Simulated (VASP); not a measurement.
Input of a VASP 6.6.1 run:

Contents of POSCAR:

```
C
1.0
    0.0000000000      2.1270000000      3.3480000000
    1.2280000000      0.0000000000      3.3480000000
    1.2280000000      2.1270000000      0.0000000000
C
2
Direct
    0.1666700000      0.8333300000      0.1666700000
    0.8333300000      0.1666700000      0.8333300000
```

Contents of INCAR.step1:

```
ALGO = Normal
EDIFF = 1E-4
ENCUT = 520
GGA = PE
ISMEAR = 1
LASPH = True
LCHARG = False
LREAL = False
LWAVE = True
NBANDS = 11
NELM = 60
PREC = Accurate
SIGMA = 0.1
```

INCAR.step2

```
ALGO = Normal
EDIFF = 1E-6
ENCUT = 520
ISIF = 2
ISMEAR = 1
ISTART = 1
LASPH = True
LCHARG = False
LMIXTAU = True
LREAL = False
LWAVE = False
METAGGA = R2SCAN
NBANDS = 11
NELM = 60
PREC = Accurate
SIGMA = 0.1
```

KPOINTS

```
k-points
0
Gamma
  5 5 5
```

Potentials or basis: VASP PAW PBE potentials, release 64 (C).

Launch:

```bash
$ cat potpaw_PBE.64/C/POTCAR > POTCAR
$ cp INCAR.step1 INCAR
$ mpirun -np 1 vasp_std > vasp.out
$ cp INCAR.step2 INCAR
$ mpirun -np 1 vasp_std > vasp.out
```

(1) Predict the largest force.

(2) What does it give for the band gap on the k mesh?

## Answers

(1) 0.069 eV/Å.

(2) 1.94 eV, indirect (least direct gap 2.67 eV).

Caveat: the k points lie up to 0.62 Å⁻¹ apart; the PAW data sets were made with another functional, which shifts forces and pressure a little.
